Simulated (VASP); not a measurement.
Input of a VASP 6.6.1 run:

The input INCAR:

```
PREC     = Accurate       # precision mode
ENCUT    = 680            # plane-wave cutoff, eV
EDIFF    = 1E-6           # SCF threshold, eV
ISMEAR   = -1             # smearing method
SIGMA    = 0.05           # smearing width, eV
LREAL    = False          # projectors in reciprocal space
LASPH    = True           # aspherical terms in the spheres
NELM     = 200            # most SCF steps
ALGO     = Normal         # electronic algorithm
ISIF     = 2              # what is computed and relaxed
LWAVE    = False          # write WAVECAR
LCHARG   = False          # write CHGCAR
ISPIN    = 2              # spin polarisation
MAGMOM   = 4 0            # initial moments
LORBIT   = 11             # projections on sites
NUPDOWN  = 4.0            # fixed moment
LMAXMIX  = 4              # l up to which the mixer works
GGA      = PS             # functional
NBANDS   = 22             # bands
GGA_COMPAT= False
```

KPOINTS

```
Automatic mesh
0
Gamma
  8 8 8
```

File POSCAR:

```
MnS
1.0
    0.0000000000      2.4734634191      2.4734634191
    2.4734634191      0.0000000000      2.4734634191
    2.4734634191      2.4734634191      0.0000000000
Mn S
1 1
Direct
    0.0000000000      0.0000000000      0.0000000000
    0.7500000000      0.7500000000      0.7500000000
```

Potentials or basis: VASP PAW PBE potentials, release 64 (Mn_sv, S).

Command:

```sh
$ cat potpaw_PBE.64/Mn_sv/POTCAR potpaw_PBE.64/S/POTCAR > POTCAR
$ mpirun -np 1 vasp_std > vasp.out
```

(1) Predict the pressure.

Results:

(1) 32.1 GPa.

Caveat: the cell stands under pressure; the PAW data sets were made with another functional, which shifts forces and pressure a little; the total moment is fixed, so each spin has its own Fermi level and the state may be an excited one; a cell with one magnetic atom can't hold antiferromagnetic order, which such compounds often take.
